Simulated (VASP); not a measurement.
# Be2C (Fm-3m) in VASP: notebook

Be2C is run at these levels: r2SCAN; tasks: phonons.

Program: VASP 6.6.1. These are calculated values, not measurements. Logs are shortened: lines on timing, memory, paths and dates and some standing lists are left out, and cuts for length are marked.

**1. The cell of the first run**

The structure is cubic, space group Fm-3m (No. 225). The conventional cell has a = 4.294 Å, b = 4.294 Å, c = 4.294 Å, α = 90.00°, β = 90.00°, γ = 90.00°. Be (site symmetry -43m) has 4 C at 1.86 Å and 6 Be at 2.15 Å within 2.5 Å. Within 2.5 Å of C (site symmetry m-3m) lie 8 Be at 1.86 Å.

**2. Phonons, r2SCAN**

Contents of INCAR:

```
ALGO = Normal
EDIFF = 1E-8
ENCUT = 660
GGA_COMPAT = F
IBRION = 6
ISIF = 2
ISMEAR = 0
LASPH = T
LCHARG = F
LMIXTAU = T
LREAL = F
LWAVE = F
METAGGA = R2SCAN
NELM = 120
NFREE = 2
NSW = 1
POTIM = 0.015
PREC = Accurate
SIGMA = 0.01
```

Contents of KPOINTS:

```
k-points
0
Gamma
  10 10 10
```

Contents of POSCAR:

```
Be2C
1.0
    2.1468822357      2.1468822357      0.0000000000
   -2.1468822357      2.1468822357      0.0000000000
    0.0000000000      2.1468822357      2.1468822357
Be C
2 1
Direct
    0.2500000000      0.7500000000      0.5000000000
    0.7500000000      0.2500000000      0.5000000000
    0.0000000000      0.0000000000      0.0000000000
```

Potentials or basis: VASP PAW PBE potentials, release 64 (Be, C).

Started as:

```console
cat potpaw_PBE.64/Be/POTCAR potpaw_PBE.64/C/POTCAR > POTCAR
mpirun -np 1 vasp_std > vasp.out
```

OUTCAR:

```text
EDIFF = 1E-8
   ENCUT = 660
   IBRION = 6
   ISIF = 2
   ISMEAR = 0
   LASPH = T
   LREAL = F
   METAGGA = R2SCAN
   NELM = 120
   NFREE = 2
   NSW = 1
   POTIM = 0.015
   PREC = Accurate

 ion  position               nearest neighbor table
   1  0.250  0.750  0.500-   3 1.86   3 1.86   3 1.86   3 1.86   2 2.15   2 2.15   2 2.15   2 2.15
                             2 2.15   2 2.15
   2  0.750  0.250  0.500-   3 1.86   3 1.86   3 1.86   3 1.86   1 2.15   1 2.15   1 2.15   1 2.15
                             1 2.15   1 2.15
   3  0.000  0.000  0.000-   1 1.86   2 1.86   1 1.86   2 1.86   2 1.86   1 1.86   2 1.86   1 1.86

  LATTYP: Found a face centered cubic cell.
 ALAT       =     4.2937644714

  Lattice vectors:

 A1 = (   0.0000000000,   2.1468822357,   2.1468822357)
 A2 = (   2.1468822357,   0.0000000000,   2.1468822357)
 A3 = (   2.1468822357,   2.1468822357,   0.0000000000)

Analysis of symmetry for initial positions (statically):
=====================================================================
 Subroutine PRICEL returns:
 Original cell was already a primitive cell.

 Routine SETGRP: Setting up the symmetry group for a
 face centered cubic supercell.

 Subroutine GETGRP returns: Found 48 space group operations
 (whereof 48 operations were pure point group operations)
 out of a pool of 48 trial point group operations.

The static configuration has the point symmetry O_h .

Analysis of symmetry for dynamics (positions and initial velocities):
=====================================================================
 Subroutine PRICEL returns:
 Original cell was already a primitive cell.

 Routine SETGRP: Setting up the symmetry group for a
 face centered cubic supercell.

 Subroutine GETGRP returns: Found 48 space group operations
 (whereof 48 operations were pure point group operations)
 out of a pool of 48 trial point group operations.

The dynamic configuration has the point symmetry O_h .

 Subroutine INISYM returns: Found 48 space group operations
 (whereof 48 operations are pure point group operations),
 and found     1 'primitive' translations

----------------------------------------------------------------------------------------

                                     Primitive cell

  volume of cell :      19.7904

  direct lattice vectors                    reciprocal lattice vectors
     2.146882236  2.146882236  0.000000000     0.232895867  0.232895867 -0.232895867
    -2.146882236  2.146882236  0.000000000    -0.232895867  0.232895867 -0.232895867
     0.000000000  2.146882236  2.146882236     0.000000000  0.000000000  0.465791734

  length of vectors
     3.036149975  3.036149975  3.036149975     0.403387475  0.403387475  0.465791734

  position of ions in fractional coordinates (direct lattice)
     0.250000000  0.750000000  0.500000000
     0.750000000  0.250000000  0.500000000
     0.000000000  0.000000000  0.000000000

  ion indices of the primitive-cell ions
   primitive index   ion index
                 1           1
                 2           2
                 3           3

----------------------------------------------------------------------------------------

 KPOINTS: k-points

Automatic generation of k-mesh.
 Grid dimensions read from file:
 generate k-points for:   10   10   10

 Generating k-lattice:

  Cartesian coordinates                     Fractional coordinates (reciprocal lattice)
     0.023289587  0.023289587 -0.023289587     0.100000000  0.000000000  0.000000000
[... 61 lines left out ...]
   EDIFFG = 0.1E-06   stopping-criterion for IOM
   NSW    =     73    number of steps for IOM
   IBRION =      6    ionic relax: 0-MD 1-quasi-New 2-CG
   NFREE  =      2    steps in history (QN), initial steepest desc. (CG)
   ISIF   =      2    stress and relaxation
   ISYM   =      2    0-nonsym 1-usesym 2-fastsym
   POTIM  = 0.0150    time-step for ionic-motion
   TEBEG  =    0.0;   TEEND  =   0.0 temperature during run
   PSTRESS=    0.0 pullay stress
   NELECT =       8.0000    total number of electrons
   NUPDOWN=      -1.0000    fix difference up-down
   EMIN   =  10.00;   EMAX   =-10.00  energy-range for DOS
   EFERMI =   0.00;   METHOD = LEGACY
   ISMEAR =     0;   SIGMA  =   0.01  broadening in eV -4-tet -1-fermi 0-gaus
   EFERMI_NEDOS =   21; number of points for ismear=-14 and -15
   IALGO  =     38    algorithm
   IMIX   =      4    mixing-type and parameters
     AMIX     =   0.40;   BMIX     =  1.00
     AMIX_MAG =   1.60;   BMIX_MAG =  1.00
  volume/ion in A,a.u.               =       6.60        44.52
  Fermi-wavevector in a.u.,A,eV,Ry     =   1.210468  2.287453 19.935699  1.465233
  Thomas-Fermi vector in A             =   2.346014
   LORBIT       =      0    0 simple, 1 ext, 2 COOP (PROOUT), +10 PAW based schemes
   METAGGA = R2SCAN    functional components
   LHFCALC =     F    Hartree Fock is set to
   AEXX    =    0.0000 exact exchange contribution
   IVDW    =     0    specifies the selected vdW correction
   LEPSILON=     F    determine dielectric tensor
   LRPA    =     F    only Hartree local field effects (RPA)
 finite differences with symmetry
 non-spin polarized calculation
 Gauss-broadening in eV      SIGMA  =   0.01
  energy-cutoff  :      660.00
  volume of cell :       19.79
 maximum number of plane-waves:       778
 NGX is ok and might be reduce to    28
   NGX = 13   NGY = 13   NGZ = 13

--------------------------------------- Ionic step        1  -------------------------------------------

 number of electron       8.0000000 magnetization

 Free energy of the ion-electron system (eV)
  ---------------------------------------------------
  ext. energy  EPLUGINS =         0.00000000
  ---------------------------------------------------
  free energy    TOTEN  =       -19.46866507 eV

  energy without entropy =      -19.46866507  energy(sigma->0) =      -19.46866507

------------------------ aborting loop because EDIFF is reached ----------------------------------------

  FORCE on cell =-STRESS in cart. coord.  units (eV):
  Direction    XX          YY          ZZ          XY          YZ          ZX
  --------------------------------------------------------------------------------------
  -------------------------------------------------------------------------------------
  Total        0.5974957      0.5974957      0.5974957      0.0000000     -0.0000000      0.0000000
  in kB       48.3716259     48.3716259     48.3716259      0.0000000     -0.0000000      0.0000000
  external PRESSURE =      48.3716259 kB  Pullay stress =       0.0000000 kB
[... 135 lines left out ...]
--------------------------------------- Ionic step        5  -------------------------------------------

 number of electron       8.0000000 magnetization

 Free energy of the ion-electron system (eV)
  ---------------------------------------------------
  ext. energy  EPLUGINS =         0.00000000
  ---------------------------------------------------
  free energy    TOTEN  =       -19.46736938 eV

  energy without entropy =      -19.46736938  energy(sigma->0) =      -19.46736938

 E-fermi :   8.0306     XC(G=0): -12.1269

 val. band max:        7.9548787362   @ k =   0.0000   0.0000   0.0000
 cond. band min:       9.4886375091   @ k =   0.0000  -1.0000  -0.5000
 fundamental gap:      1.5337587729
 Fermi energy:         8.0306271501

 k-point     1 :       0.0000    0.0000    0.0000
  band No.  band energies     occupation
      1      -8.1692      2.00000
      2       7.9503      2.00000
      3       7.9503      2.00000
      4       7.9549      2.00000
      5      12.6213      0.00000
      6      12.6251      0.00000
      7      12.6251      0.00000
      8      15.6425      0.00000
[... 243 lines left out ...]
 k-point    24 :       0.4000    0.3000    0.0000
  band No.  band energies     occupation
      1      -4.3466      2.00000
      2       0.0956      2.00000
      3       2.0014      2.00000
      4       4.1212      2.00000
      5      12.2447      0.00000
      6      18.2052      0.00000
      7      18.8596      0.00000
      8      19.7889      0.00000

 [... further k-points ...]
[... 5 lines left out ...]
  --------------------------------------------------------------------------------------
  -------------------------------------------------------------------------------------
  Total        0.6017176      0.6009454      0.6009454      0.0000000      0.0000000     -0.0000000
  in kB       48.7134215     48.6509025     48.6509025      0.0000000      0.0000000     -0.0000000
  external PRESSURE =      48.6717422 kB  Pullay stress =       0.0000000 kB
[... 18 lines left out ...]
  FREE ENERGIE OF THE ION-ELECTRON SYSTEM (eV)
  ---------------------------------------------------
  free  energy   TOTEN  =       -19.4673693832 eV

  energy  without entropy=      -19.4673693832  energy(sigma->0) =      -19.46736938

 INTERNAL STRAIN TENSORS FROM DISPLACED ATOMS
 ============================================

 INTERNAL STRAIN TENSOR FOR ION    1 for displacements in x,y,z  (eV/Angst):
          X           Y           Z          XY          YZ          ZX
  --------------------------------------------------------------------------------
  x     0.00000    -0.00000    -0.00000     0.00000     2.11323    -0.00000
  y     0.00000    -0.00000     0.00000    -0.00000     0.00000     2.11323
  z     0.00000     0.00000    -0.00000     2.11323     0.00000     0.00000

 INTERNAL STRAIN TENSOR FOR ION    3 for displacements in x,y,z  (eV/Angst):
          X           Y           Z          XY          YZ          ZX
  --------------------------------------------------------------------------------
  x     0.00000     0.00000     0.00000     0.00000     0.00000     0.00000
  y     0.00000     0.00000     0.00000     0.00000     0.00000     0.00000
  z     0.00000     0.00000     0.00000     0.00000     0.00000     0.00000

 Eigenvectors and eigenvalues of the dynamical matrix
 ----------------------------------------------------

   1 f  =   21.748565 THz   136.650263 2PiTHz  725.454033 cm-1    89.944796 meV
             X         Y         Z           dx          dy          dz
     -1.073441  3.220323  1.073441    -0.021709   -0.674674   -0.210580
      1.073441  3.220323  1.073441     0.021709    0.674674    0.210580
      0.000000  0.000000  0.000000     0.000000    0.000000    0.000000
[... 43 lines left out ...]
   9 f/i=    0.000990 THz     0.006218 2PiTHz    0.033009 cm-1     0.004093 meV
             X         Y         Z           dx          dy          dz
     -1.073441  3.220323  1.073441    -0.094735    0.539549   -0.000000
      1.073441  3.220323  1.073441    -0.094735    0.539549    0.000000
      0.000000  0.000000  0.000000    -0.109351    0.622790    0.000000

 ELASTIC MODULI CONTR FROM IONIC RELAXATION (kBar)
 Direction    XX          YY          ZZ          XY          YZ          ZX
 --------------------------------------------------------------------------------
 XX          -0.0000      0.0000     -0.0000     -0.0000     -0.0000     -0.0000
 YY           0.0000     -0.0000      0.0000      0.0000      0.0000      0.0000
 ZZ          -0.0000      0.0000     -0.0000      0.0000      0.0000     -0.0000
 XY          -0.0000      0.0000      0.0000    -41.4526     -0.0000     -0.0000
 YZ          -0.0000      0.0000      0.0000     -0.0000    -41.4526      0.0000
 ZX          -0.0000      0.0000     -0.0000     -0.0000      0.0000    -41.4526
 --------------------------------------------------------------------------------
```

It took 11 min on 1 thread of Intel Xeon 8259CL, shared host; peak memory 0.22 GiB.

Results:

```yaml
Highest_phonon_frequency_at_Γ: 725 cm⁻¹
```

Phonon frequencies in cm⁻¹ (negative: imaginary):
| q point | frequencies |
| --- | --- |
| (0.000, 0.000, 0.000) | 0 0 0 659 659 659 725 725 725 |

Caveat: the cell stands under pressure or tension, which shifts response properties; the PAW data sets were made with another functional, which shifts forces and pressure a little.

[end of part 1 of 2]
